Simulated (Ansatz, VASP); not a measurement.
Ta2N: VASP beside Ansatz

```
Ta N
1.0
     3.07826    0.00000    0.00000
    -1.53913    2.66585    0.00000
     0.00000    0.00000    4.57068
Ta N
2 1
Direct
  0.66667 0.33333 0.74637
  0.33333 0.66667 0.25363
  0.00000 0.00000 0.00000
```

Change from the starting cell: engineering shear strain xy +0.0000, normal strain along z -0.0525.

Alike in both runs: task single point; functional PBEsol; k mesh 15 × 15 × 8; occupations gaussian, width 0.15 eV; no spin polarisation.

|  | VASP | Ansatz |
| --- | --- | --- |
| version | VASP 6.6.1 | Ansatz 0.2.0 |
| potentials or method | VASP PAW PBE potentials, release 64 (Ta_sv_GW, N), cutoff 700 eV | scalar-relativistic, plane waves, PAW |
| valence electrons in the cell | 31 | 31 |

VASP gave:

* gap on the k mesh at the Fermi level (eV): none
* pressure (GPa): 18.7
* traceless stress, the component that is largest in VASP (GPa): 9.60
* rms of the force components (eV/Å): 0.020

Estimate Ansatz's values.

gap on the k mesh at the Fermi level (eV): none; pressure (GPa): 18.7; traceless stress, the component that is largest in VASP (GPa): 9.75; rms of the force components (eV/Å): 0.044.

VASP's potentials were made for PBE, not for PBEsol, and Ansatz warns of the same on its side. Atom by atom the forces differ by 0.024 eV/Å (rms over components). A gap of «none» marks a metal or a gap that the smearing closes.

Neither program's run includes spin-orbit coupling.
